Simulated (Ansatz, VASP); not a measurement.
## Si3N4 in VASP and in Ansatz

```
Si N
1.0
     7.37749    0.00000    0.00000
    -3.68875    6.38910    0.00000
     0.00000    0.00000    2.94739
Si N
6 8
Direct
  0.23330 0.82910 0.75000
  0.40420 0.23330 0.25000
  0.82910 0.59580 0.25000
  0.17090 0.40420 0.75000
  0.59580 0.76670 0.75000
  0.76670 0.17090 0.25000
  0.33333 0.66667 0.75000
  0.66667 0.33333 0.25000
  0.96855 0.67053 0.75000
  0.29802 0.96855 0.25000
  0.67053 0.70198 0.25000
  0.32947 0.29802 0.75000
  0.03145 0.32947 0.25000
  0.70198 0.03145 0.75000
```

Change from the starting cell: epitaxial_xy strain -3.0%.

Alike in both runs: task single point; functional PBE; k mesh 6 × 6 × 8; occupations fermi-dirac, width 0.02 eV; no spin polarisation.

|  | VASP | Ansatz |
| --- | --- | --- |
| version | VASP 6.6.1 | Ansatz 0.2.0 |
| potentials or method | VASP PAW PBE potentials, release 64 (Si, N) | plane waves, PAW |
| plane-wave cutoff (eV) | 520 | 420 |
| valence electrons in the cell | 64 | 64 |

```tsv
	VASP	Ansatz	Ansatz less VASP
gap on the k mesh at the Fermi level (eV)	3.79	3.81	+0.017
pressure (GPa)	17.8	18.1	+0.29
traceless stress, the component that is largest in VASP (GPa)	-11.62	-11.46	+0.153
rms of the force components (eV/Å)	0.037	0.038	+0.0012
```

Atom by atom the forces differ by 0.002 eV/Å (rms over components). With one functional, cell and mesh, what is left measures potentials, basis and numerics.
